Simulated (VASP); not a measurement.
Here is a VASP 6.6.1 calculation.

File INCAR:

```
PREC     = Accurate       # precision mode
ENCUT    = 520            # plane-wave cutoff, eV
EDIFF    = 1E-7           # SCF threshold, eV
ISMEAR   = 0              # smearing method
SIGMA    = 0.05           # smearing width, eV
LREAL    = False          # projectors in reciprocal space
LASPH    = True           # aspherical terms in the spheres
NELM     = 80             # most SCF steps
ALGO     = Normal         # electronic algorithm
ISIF     = 2              # what is computed and relaxed
LWAVE    = False          # write WAVECAR
LCHARG   = False          # write CHGCAR
GGA      = PS             # functional
NBANDS   = 26             # bands
```

Contents of KPOINTS:

```
Automatic mesh
0
Gamma
  12 12 4
```

POSCAR

```
ZnO
1.0
    3.0940955581      0.0000000000      0.0000000000
   -1.5470477790      2.6795653551      0.0000000000
    0.0000000000      0.0000000000      8.0520026546
Zn O
2 2
Direct
    0.0000000000      0.0000000000      0.7500000000
    0.0000000000      0.0000000000      0.2500000000
    0.3333333333      0.6666666667      0.2500000000
    0.6666666667      0.3333333333      0.7500000000
```

Potentials or basis: VASP PAW PBE potentials, release 64 (Zn, O).

Command:

```bash
$ cat potpaw_PBE.64/Zn/POTCAR potpaw_PBE.64/O/POTCAR > POTCAR
$ mpirun -np 1 vasp_std > vasp.out
```

Q: Predict the pressure.

A: 15.9 GPa.

Q: Estimate the band gap on the k mesh.

A: 0.86 eV.

Stress tensor (GPa, compression positive):
```
24.14  0.00  0.00
 0.00 24.14  0.00
 0.00  0.00 -0.62
```

Caveat: the stress differs along the axes, from -1 to 24 GPa; the PAW data sets were made with another functional, which shifts forces and pressure a little. A k mesh can miss the band edges.
